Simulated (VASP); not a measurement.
# BeZn3Se4 in VASP: notebook

Runs on BeZn3Se4. Level: PBE. Tasks: single point.

All numbers are computed with VASP 6.6.1; they aren't measurements. Logs are shortened: lines on timing, memory, paths and dates and some standing lists are left out, and cuts for length are marked.

### Step 1. The cell of the first run

It takes space group Pmn2_1 (No. 31, orthorhombic). The conventional cell has a = 7.887 Å, b = 6.828 Å, c = 6.488 Å, α = 90.00°, β = 90.00°, γ = 90.00°. Be (site symmetry m) has 4 Se at 2.25 to 2.26 Å within 3.0 Å. Zn (site symmetry m) has 4 Se at 2.47 to 2.50 Å within 3.3 Å. Zn (site symmetry 1) has 4 Se at 2.46 to 2.48 Å within 3.3 Å. Within 3.0 Å of Se (site symmetry m) lie 1 Be at 2.26 Å and 3 Zn at 2.46 to 2.47 Å. Within 3.0 Å of Se (site symmetry 1) lie 1 Be at 2.26 Å and 3 Zn at 2.48 to 2.50 Å. Se (site symmetry m) has 1 Be at 2.25 Å and 3 Zn at 2.47 to 2.49 Å within 3.0 Å.

### Step 2. Single point, PBE

INCAR

```
SYSTEM = BeZn3Se4
ALGO     = Normal         ! electronic algorithm
EDIFF    = 1E-7           ! SCF threshold, eV
ENCUT    = 520            ! plane-wave cutoff, eV
GGA      = PE             ! functional
ISIF     = 2              ! what is computed and relaxed
ISMEAR   = 0              ! smearing method
LASPH    = .True.         ! aspherical terms in the spheres
LCHARG   = .False.        ! write CHGCAR
LREAL    = Auto         
LWAVE    = .False.        ! write WAVECAR
NBANDS   = 76             ! bands
NELM     = 80             ! most SCF steps
PREC     = Accurate       ! precision mode
SIGMA    = 0.1            ! smearing width, eV
```

KPOINTS

```
k-points
0
Gamma
  2 2 2
  0 0 0
```

POSCAR

```
BeZn3Se4
1.0
    0.0000000000      0.0000000000     -6.4880076747
    0.0000000000     -6.8284145523      0.0000000000
   -7.8865637406      0.0000000000      0.0000000000
Be Zn Se
2 6 8
Direct
    0.0028030381      0.1695401301      1.0000000000
    0.5028030381      0.8304598699      0.5000000000
    0.0018192729      0.1585787019      0.5000000000
    0.5002064153      0.3303715446      0.2511940713
    0.5002064153      0.3303715446      0.7488059287
    0.5018192729      0.8414212981      1.0000000000
    0.0002064153      0.6696284554      0.2488059287
    0.0002064153      0.6696284554      0.7511940713
    0.6541692043      0.1731656518      1.0000000000
    0.1182844711      0.3245469698      0.7652631658
    0.1182844711      0.3245469698      0.2347368342
    0.6192267118      0.1412694991      0.5000000000
    0.1541692043      0.8268343482      0.5000000000
    0.6182844711      0.6754530302      0.2652631658
    0.6182844711      0.6754530302      0.7347368342
    0.1192267118      0.8587305009      1.0000000000
```

Potentials or basis: VASP PAW PBE potentials, release 64 (Be, Zn, Se).

The run is started by

```console
$ cat potpaw_PBE.64/Be/POTCAR potpaw_PBE.64/Zn/POTCAR potpaw_PBE.64/Se/POTCAR > POTCAR
$ mpirun -np 1 vasp_std > vasp.out
```

OUTCAR:

```text
SYSTEM = BeZn3Se4
   EDIFF = 1E-7
   ENCUT = 520
   GGA = PE
   ISIF = 2
   ISMEAR = 0
   LASPH = .True.
   LREAL = Auto
   NELM = 80
   PREC = Accurate

 ion  position               nearest neighbor table
   1  0.003  0.170  0.000-  16 2.25  11 2.26  10 2.26   9 2.26
   2  0.503  0.830  0.500-  12 2.25  14 2.26  15 2.26  13 2.26
   3  0.002  0.159  0.500-  13 2.47  12 2.49  10 2.50  11 2.50
   4  0.500  0.330  0.251-   9 2.46  12 2.47  14 2.48  11 2.48
   5  0.500  0.330  0.749-   9 2.46  12 2.47  15 2.48  10 2.48
   6  0.502  0.841  0.000-   9 2.47  16 2.49  15 2.50  14 2.50
[... 8 lines left out ...]
  15  0.618  0.675  0.735-   2 2.26   5 2.48   8 2.48   6 2.50
  16  0.119  0.859  0.000-   1 2.25   7 2.47   8 2.47   6 2.49

  LATTYP: Found a simple orthorhombic cell.
 ALAT       =     6.4880076747
 B/A-ratio  =     1.0524670892
 C/A-ratio  =     1.2155601744

  Lattice vectors:

 A1 = (   0.0000000000,   0.0000000000,  -6.4880076747)
 A2 = (   0.0000000000,  -6.8284145523,   0.0000000000)
 A3 = (  -7.8865637406,   0.0000000000,   0.0000000000)

Analysis of symmetry for initial positions (statically):
=====================================================================
 Subroutine PRICEL returns:
 Original cell was already a primitive cell.

 Routine SETGRP: Setting up the symmetry group for a
 simple orthorhombic supercell.

 Subroutine GETGRP returns: Found  4 space group operations
 (whereof  2 operations were pure point group operations)
 out of a pool of  8 trial point group operations.

The static configuration has the point symmetry C_1h.
 The point group associated with its full space group is C_2v.

Analysis of symmetry for dynamics (positions and initial velocities):
=====================================================================
 Subroutine PRICEL returns:
 Original cell was already a primitive cell.

 Routine SETGRP: Setting up the symmetry group for a
 simple orthorhombic supercell.

 Subroutine GETGRP returns: Found  4 space group operations
 (whereof  2 operations were pure point group operations)
 out of a pool of  8 trial point group operations.

The dynamic configuration has the point symmetry C_1h.
 The point group associated with its full space group is C_2v.

 Subroutine INISYM returns: Found  4 space group operations
 (whereof  2 operations are pure point group operations),
 and found     1 'primitive' translations

----------------------------------------------------------------------------------------

                                     Primitive cell

  volume of cell :     349.3969

  direct lattice vectors                    reciprocal lattice vectors
     0.000000000  0.000000000 -6.488007675     0.000000000  0.000000000 -0.154130521
     0.000000000 -6.828414552  0.000000000     0.000000000 -0.146446879  0.000000000
    -7.886563741  0.000000000  0.000000000    -0.126797935  0.000000000  0.000000000

  length of vectors
     6.488007675  6.828414552  7.886563741     0.154130521  0.146446879  0.126797935

  position of ions in fractional coordinates (direct lattice)
     0.002803038  0.169540130  0.000000000
     0.502803038  0.830459870  0.500000000
     0.001819273  0.158578702  0.500000000
     0.500206415  0.330371545  0.251194071
     0.500206415  0.330371545  0.748805929
     0.501819273  0.841421298  0.000000000
[... 8 lines left out ...]
     0.618284471  0.675453030  0.734736834
     0.119226712  0.858730501  0.000000000

  ion indices of the primitive-cell ions
   primitive index   ion index
                 1           1
                 2           2
                 3           3
                 4           4
                 5           5
                 6           6
[... 8 lines left out ...]
                15          15
                16          16

----------------------------------------------------------------------------------------

 KPOINTS: k-points

Automatic generation of k-mesh.
 Grid dimensions read from file:
 generate k-points for:    2    2    2

 Generating k-lattice:

[... 54 lines left out ...]
[... 66 lines left out ...]
     73       7.5159      0.00000
     74       7.5160      0.00000

 k-point     3 :       0.0000    0.5000    0.0000
  band No.  band energies     occupation
      1     -11.1490      2.00000
      2     -11.0476      2.00000
      3     -10.6146      2.00000
      4     -10.5512      2.00000
      5     -10.4089      2.00000
      6     -10.3705      2.00000
[... 66 lines left out ...]
     73       7.0889      0.00000
     74       7.5130      0.00000

 k-point     4 :       0.5000    0.5000    0.0000
  band No.  band energies     occupation
      1     -10.8491      2.00000
      2     -10.8491      2.00000
      3     -10.6986      2.00000
      4     -10.6986      2.00000
      5     -10.4245      2.00000
      6     -10.4245      2.00000
[... 66 lines left out ...]
     73       6.5393      0.00000
     74       6.5393      0.00000

 k-point     5 :       0.0000    0.0000    0.5000
  band No.  band energies     occupation
      1     -11.1805      2.00000
      2     -11.1805      2.00000
      3     -10.4436      2.00000
      4     -10.4436      2.00000
      5     -10.4186      2.00000
      6     -10.4186      2.00000
[... 66 lines left out ...]
     73       7.4835      0.00000
     74       7.4835      0.00000

 k-point     6 :       0.5000    0.0000    0.5000
  band No.  band energies     occupation
      1     -10.9100      2.00000
      2     -10.9100      2.00000
      3     -10.7576      2.00000
      4     -10.7576      2.00000
      5     -10.3622      2.00000
      6     -10.3622      2.00000
[... 66 lines left out ...]
     73       6.9393      0.00000
     74       6.9393      0.00000

 k-point     7 :       0.0000    0.5000    0.5000
  band No.  band energies     occupation
      1     -10.9608      2.00000
      2     -10.9608      2.00000
      3     -10.7869      2.00000
      4     -10.7869      2.00000
      5     -10.3296      2.00000
      6     -10.3296      2.00000
[... 66 lines left out ...]
     73       7.2600      0.00000
     74       7.2600      0.00000

 k-point     8 :       0.5000    0.5000    0.5000
  band No.  band energies     occupation
      1     -10.7547      2.00000
      2     -10.7547      2.00000
      3     -10.5690      2.00000
      4     -10.5690      2.00000
      5     -10.5534      2.00000
      6     -10.5534      2.00000
[... 66 lines left out ...]
     73       6.9663      0.00000
     74       6.9663      0.00000
 [bands above 74 left out]

------------------------ aborting loop because EDIFF is reached ----------------------------------------

  FORCE on cell =-STRESS in cart. coord.  units (eV):
  Direction    XX          YY          ZZ          XY          YZ          ZX
  --------------------------------------------------------------------------------------
  -------------------------------------------------------------------------------------
  Total        1.1082249      0.1916287      0.0812310      0.0000000      0.0000000      0.0000000
  in kB        5.0818219      0.8787232      0.3724888      0.0000000      0.0000000      0.0000000
  external PRESSURE =       2.1110113 kB  Pullay stress =       0.0000000 kB

 VOLUME and BASIS-vectors are now :
 -----------------------------------------------------------------------------
  energy-cutoff  :      520.00
  volume of cell :      349.40
      direct lattice vectors                 reciprocal lattice vectors
     0.000000000  0.000000000 -6.488007675     0.000000000  0.000000000 -0.154130521
     0.000000000 -6.828414552  0.000000000     0.000000000 -0.146446879  0.000000000
    -7.886563741  0.000000000  0.000000000    -0.126797935  0.000000000  0.000000000

 POSITION                                       TOTAL-FORCE (eV/Angst)
 -----------------------------------------------------------------------------------
      0.00000     -1.15769     -0.01819         0.000000      0.013921      0.000055
     -3.94328     -5.67072     -3.26219         0.000000     -0.013921      0.000055
     -3.94328     -1.08284     -0.01180         0.000000      0.004928      0.014049
     -1.98106     -2.25591     -3.24534        -0.000486     -0.015516      0.011616
     -5.90551     -2.25591     -3.24534         0.000486     -0.015516      0.011616
      0.00000     -5.74557     -3.25581         0.000000     -0.004928      0.014049
[... 8 lines left out ...]
     -5.79455     -4.61227     -4.01143        -0.049304      0.016110      0.001225
      0.00000     -5.86377     -0.77354         0.000000     -0.009748      0.001711
 -----------------------------------------------------------------------------------
    total drift:                               -0.000047     -0.000000     -0.014035

  FREE ENERGIE OF THE ION-ELECTRON SYSTEM (eV)
  ---------------------------------------------------
  free  energy   TOTEN  =       -53.5654904090 eV

  energy  without entropy=      -53.5654904090  energy(sigma->0) =      -53.56549041
```

Wall time 4.1 min (1 thread of AMD EPYC 9R45 (Zen 5), shared host); peak memory 0.42 GiB.

Results:

* Free energy: -53.5655 eV
* Pressure: 0.2 GPa
* Largest force: 0.052 eV/Å
* Band gap on the k mesh: 1.76 eV, direct

Forces on the atoms (eV/Å):
```
Be   0.000  0.014  0.000
Be   0.000 -0.014  0.000
Zn   0.000  0.005  0.014
Zn   0.000 -0.016  0.012
Zn   0.000 -0.016  0.012
Zn   0.000 -0.005  0.014
Zn   0.000  0.016  0.012
Zn   0.000  0.016  0.012
Se   0.000  0.010 -0.041
Se   0.049 -0.016  0.001
Se  -0.049 -0.016  0.001
Se   0.000  0.010  0.002
Se   0.000 -0.010 -0.041
Se   0.049  0.016  0.001
Se  -0.049  0.016  0.001
Se   0.000 -0.010  0.002
```

Stress tensor (GPa, compression positive):
```
0.51 0.00 0.00
0.00 0.09 0.00
0.00 0.00 0.04
```

Levels at points of the mesh, in eV from the valence-band top:
```csv
k point,band 59,band 60,band 61,band 62,band 63,band 64,band 65,band 66
"(0.00, 0.00, 0.00)",-0.64,-0.13,-0.03,0.00,1.76,2.47,3.05,3.61
"(0.50, 0.00, 0.00)",-0.49,-0.49,-0.47,-0.47,2.86,2.86,3.06,3.06
"(0.00, 0.50, 0.00)",-0.71,-0.67,-0.44,-0.42,2.93,2.98,3.22,3.48
"(0.50, 0.50, 0.00)",-1.18,-1.18,-0.90,-0.90,2.85,2.85,2.99,2.99
"(0.00, 0.00, 0.50)",-0.57,-0.57,-0.52,-0.52,3.38,3.38,3.89,3.89
"(0.50, 0.00, 0.50)",-1.08,-1.08,-1.05,-1.05,3.47,3.47,3.72,3.72
"(0.00, 0.50, 0.50)",-0.97,-0.97,-0.93,-0.93,3.61,3.61,3.98,3.98
"(0.50, 0.50, 0.50)",-1.38,-1.38,-1.32,-1.32,3.56,3.56,3.69,3.69
```

Caveat: the k points lie up to 0.48 Å⁻¹ apart. PBE gaps usually lie below the measured ones, often by a third to a half.

### Step 3. Single point, PBE

INCAR

```
ALGO = Normal
EDIFF = 1E-6
ENCUT = 520
GGA = PE
ISIF = 2
ISMEAR = 0
LASPH = T
LCHARG = F
LREAL = Auto
LWAVE = F
NBANDS = 76
NELM = 80
PREC = Accurate
SIGMA = 0.1
```

KPOINTS

```
k-points
0
Gamma
  2 2 2
```

POSCAR

```
BeZn3Se4
1.0
    0.0049061813      0.0017338653     -6.4775831989
   -0.0075317416     -6.8220562138      0.0018587631
   -7.9143486056     -0.0084521980      0.0059159110
Be Zn Se
2 6 8
Direct
    0.0035935495      0.1691911256      0.9998470035
    0.5036175272      0.8310310849      0.5005119242
    0.0022957968      0.1564097440      0.4998836264
    0.5005839885      0.3315701731      0.2513159563
    0.4992581606      0.3307237105      0.7488143318
    0.5019544850      0.8432641794      1.0002557410
    0.0001985847      0.6685114270      0.2481422264
   -0.0003004586      0.6692318350      0.7506885032
    0.6546815881      0.1748016075      1.0004351189
    0.1173796582      0.3239829279      0.7640154528
    0.1182364297      0.3237138713      0.2354919952
    0.6192350697      0.1424083659      0.5003796941
    0.1547907352      0.8249677578      0.4994484467
    0.6180117432      0.6764591841      0.2649598091
    0.6175695293      0.6761003003      0.7362932324
    0.1188936133      0.8576327057      0.9995169380
```

Potentials or basis: VASP PAW PBE potentials, release 64 (Be, Zn, Se).

The run is started by

```console
$ cat potpaw_PBE.64/Be/POTCAR potpaw_PBE.64/Zn/POTCAR potpaw_PBE.64/Se/POTCAR > POTCAR
$ mpirun -np 1 vasp_std > vasp.out
```

It took 3.8 min on 1 thread of AMD EPYC 9R45 (Zen 5), shared host; peak memory 0.42 GiB.

The run converged. Its results:

| Quantity | Value |
| --- | --- |
| Free energy | -53.5676 eV |
| Pressure | 0.2 GPa |
| Largest force | 0.025 eV/Å |
| Band gap on the k mesh | 1.77 eV, direct |

Forces on the atoms (eV/Å):
```
Be  -0.003  0.002 -0.004
Be   0.005  0.003 -0.007
Zn   0.002 -0.008  0.019
Zn   0.003  0.010  0.011
Zn  -0.005 -0.004 -0.012
Zn  -0.001  0.005  0.017
Zn  -0.011 -0.004  0.009
Zn  -0.002  0.003  0.002
Se   0.003  0.004 -0.005
Se  -0.012  0.012 -0.013
Se   0.015  0.013 -0.005
Se  -0.003  0.020  0.010
Se  -0.001 -0.015 -0.004
Se  -0.005 -0.009 -0.011
Se   0.015 -0.008 -0.009
Se   0.000 -0.025  0.001
```

Stress tensor (GPa, compression positive):
```
 0.20 -0.06  0.04
-0.06  0.12  0.01
 0.04  0.01  0.19
```

Levels at points of the mesh, in eV from the valence-band top:
| k point | band 58 | band 59 | band 60 | band 61 | band 62 | band 63 | band 64 | band 65 | band 66 | band 67 |
| --- | --- | --- | --- | --- | --- | --- | --- | --- | --- | --- |
| (0.00, 0.00, 0.00) | -0.86 | -0.65 | -0.11 | -0.02 | 0.00 | 1.77 | 2.46 | 3.03 | 3.61 | 4.20 |
| (0.50, 0.00, 0.00) | -1.24 | -0.49 | -0.48 | -0.47 | -0.47 | 2.87 | 2.87 | 3.07 | 3.07 | 3.81 |
| (0.00, 0.50, 0.00) | -0.83 | -0.69 | -0.65 | -0.44 | -0.43 | 2.94 | 3.00 | 3.23 | 3.47 | 3.53 |
| (0.50, 0.50, 0.00) | -1.44 | -1.19 | -1.19 | -0.92 | -0.91 | 2.87 | 2.87 | 3.00 | 3.01 | 3.66 |
| (0.00, 0.00, 0.50) | -1.43 | -0.56 | -0.55 | -0.51 | -0.50 | 3.40 | 3.40 | 3.90 | 3.90 | 4.08 |
| (0.50, 0.00, 0.50) | -1.21 | -1.08 | -1.07 | -1.04 | -1.04 | 3.48 | 3.49 | 3.74 | 3.74 | 4.33 |
| (0.00, 0.50, 0.50) | -1.08 | -0.96 | -0.96 | -0.91 | -0.90 | 3.63 | 3.63 | 3.98 | 3.98 | 4.12 |
| (0.50, 0.50, 0.50) | -1.48 | -1.37 | -1.36 | -1.30 | -1.30 | 3.57 | 3.58 | 3.70 | 3.71 | 3.90 |

Caveat: the k points lie up to 0.48 Å⁻¹ apart. Expect the measured gap to be larger: semilocal functionals such as PBE lack the derivative discontinuity.

### Step 4. Single point, PBE

This run uses another cell than the first one, of 22.03 Å³/atom, 1.009 times its volume.

INCAR

```
ALGO = Normal
EDIFF = 1E-6
ENCUT = 520
GGA = PE
ISIF = 2
ISMEAR = 0
LASPH = True
LCHARG = True
LELF = True
LREAL = Auto
LVHAR = True
LWAVE = False
NBANDS = 76
NELM = 80
PREC = Accurate
SIGMA = 0.15
```

KPOINTS is that of step 3.

POSCAR

```
BeZn3Se4
1.0
    7.9569807002      0.0000000000      0.0000000000
    0.0000000000      6.8416976017      0.0000000000
    0.0000000000      0.0000000000      6.4747143670
Be Zn Se
2 6 8
Direct
    0.0000000000      0.8295372674     -0.0026528824
    0.5000000000      0.1704627326      0.4973471176
    0.5000000000      0.8397026190     -0.0030223369
    0.7484153995      0.6700383396      0.4991832467
    0.2515846005      0.6700383396      0.4991832467
    0.0000000000      0.1602973810      0.4969776631
    0.7515846005      0.3299616604     -0.0008167533
    0.2484153995      0.3299616604     -0.0008167533
    0.0000000000      0.8263702001      0.3462691687
    0.2341955809      0.6755905391      0.8824294286
    0.7658044191      0.6755905391      0.8824294286
    0.5000000000      0.8591689037      0.3811806999
    0.5000000000      0.1736297999      0.8462691687
    0.7341955809      0.3244094609      0.3824294286
    0.2658044191      0.3244094609      0.3824294286
    0.0000000000      0.1408310963      0.8811806999
```

The run is started by

```console
$ cat potpaw_PBE.64/Be/POTCAR potpaw_PBE.64/Zn/POTCAR potpaw_PBE.64/Se/POTCAR > POTCAR
$ mpirun -np 1 vasp_std > vasp.out
```

Wall time 3.6 min (1 thread of AMD EPYC 9R45 (Zen 5), shared host); peak memory 0.42 GiB.

Results (log left out):

- Free energy: -53.5621 eV
- Pressure: -0.3 GPa
- Largest force: 0.075 eV/Å
- Band gap on the k mesh: 1.75 eV, direct

Forces in eV/Å, atoms in the order of the input:
```
Be   0.000  0.039  0.002
Be   0.000 -0.039  0.002
Zn   0.000  0.047  0.024
Zn   0.010  0.004  0.007
Zn  -0.010  0.004  0.007
Zn   0.000 -0.047  0.024
Zn  -0.010 -0.004  0.007
Zn   0.010 -0.004  0.007
Se   0.000  0.019  0.005
Se   0.069 -0.021 -0.021
Se  -0.069 -0.021 -0.021
Se   0.000 -0.026 -0.004
Se   0.000 -0.019  0.005
Se   0.069  0.021 -0.021
Se  -0.069  0.021 -0.021
Se   0.000  0.026 -0.004
```

Stress tensor (GPa, compression positive):
```
-0.48  0.00  0.00
 0.00 -0.42  0.00
 0.00  0.00 -0.05
```

Levels at points of the mesh, in eV from the valence-band top:
| k point | band 59 | band 60 | band 61 | band 62 | band 63 | band 64 | band 65 | band 66 |
| --- | --- | --- | --- | --- | --- | --- | --- | --- |
| (0.00, 0.00, 0.00) | -0.64 | -0.07 | 0.00 | 0.00 | 1.75 | 2.42 | 2.99 | 3.57 |
| (0.50, 0.00, 0.00) | -0.52 | -0.52 | -0.47 | -0.47 | 3.40 | 3.40 | 3.92 | 3.92 |
| (0.00, 0.50, 0.00) | -0.65 | -0.62 | -0.44 | -0.41 | 2.93 | 3.01 | 3.18 | 3.47 |
| (0.50, 0.50, 0.00) | -0.92 | -0.92 | -0.88 | -0.88 | 3.61 | 3.61 | 3.98 | 3.98 |
| (0.00, 0.00, 0.50) | -0.47 | -0.47 | -0.46 | -0.46 | 2.85 | 2.85 | 3.05 | 3.05 |
| (0.50, 0.00, 0.50) | -1.04 | -1.04 | -0.99 | -0.99 | 3.50 | 3.50 | 3.75 | 3.75 |
| (0.00, 0.50, 0.50) | -1.17 | -1.17 | -0.89 | -0.89 | 2.90 | 2.90 | 3.01 | 3.01 |
| (0.50, 0.50, 0.50) | -1.31 | -1.31 | -1.24 | -1.24 | 3.58 | 3.58 | 3.71 | 3.71 |

Caveat: the k points lie up to 0.49 Å⁻¹ apart.

### Step 5. Overview

```tsv
cell	smearing	gap on the mesh (eV)	pressure (GPa)	largest force (eV/Å)
a = 6.488, b = 6.828, c = 7.887 Å, 16 atoms	gaussian 0.1 eV	1.76	0.2	0.05
a = 6.478, b = 6.822, c = 7.914 Å, angles 89.9, 90.1, 90.0°, 16 atoms	gaussian 0.1 eV	1.77	0.2	0.02
a = 7.957, b = 6.842, c = 6.475 Å, 16 atoms	gaussian 0.15 eV	1.75	-0.3	0.07
```

Alike in all rows: task single point; level PBE; potentials or basis VASP PAW PBE potentials, release 64 (Be, Zn, Se); no spin polarisation; k mesh 2 × 2 × 2; cutoff (eV) 520.

Caveats: all runs use coarse meshes.

Absolute energies hang on the potentials; compare differences alone.
